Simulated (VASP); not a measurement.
Here is a VASP 6.6.1 calculation.

Contents of INCAR:

```
SYSTEM = Li2Pt
PREC = Accurate ; ENCUT = 520
EDIFF = 1E-8 ; ISMEAR = -1
SIGMA = 0.03 ; LREAL = .False.
LASPH = .True. ; NELM = 80
ALGO = Normal ; ISIF = 2
LWAVE = .False. ; LCHARG = .False.
GGA = CA ; LEFG = .True.
NBANDS = 15
```

Contents of KPOINTS:

```
regular mesh
0
Gamma
  9 9 12
  0 0 0
```

Contents of POSCAR:

```
Li2Pt
1.0
    4.2410842377      0.0000000000      0.0000000000
   -2.1205421188      3.6728866895      0.0000000000
    0.0000000000      0.0000000000      2.6960171736
Li Pt
2 1
Direct
    0.3333333333      0.6666666667      0.5000000000
    0.6666666667      0.3333333333      0.5000000000
    0.0000000000      0.0000000000      0.0000000000
```

Potentials or basis: VASP PAW LDA potentials, release 64 (Li_sv, Pt).

Run with:

```console
$ cat potpaw_LDA.64/Li_sv/POTCAR potpaw_LDA.64/Pt/POTCAR > POTCAR
$ mpirun -np 1 vasp_std > vasp.out
```

**Question.** Predict the band gap on the k mesh.

**Answer.** Zero (band 8 reaches 5.88 eV, above the bottom of band 9 at 4.03 eV).

Electric field gradients, principal values (V/Å²):
| atom | least | middle | greatest (by size) |
| --- | --- | --- | --- |
| 1 Li | -0.132 | -0.136 | 0.269 |
| 2 Li | -0.132 | -0.136 | 0.269 |
| 3 Pt | 141.963 | 141.964 | -283.927 |

Caveat: without QUAD_EFG the Cq values of the log hold for a quadrupole moment of 1 mb, not for the nuclei; spin-orbit coupling is left out, which moves the levels of the heavy elements.
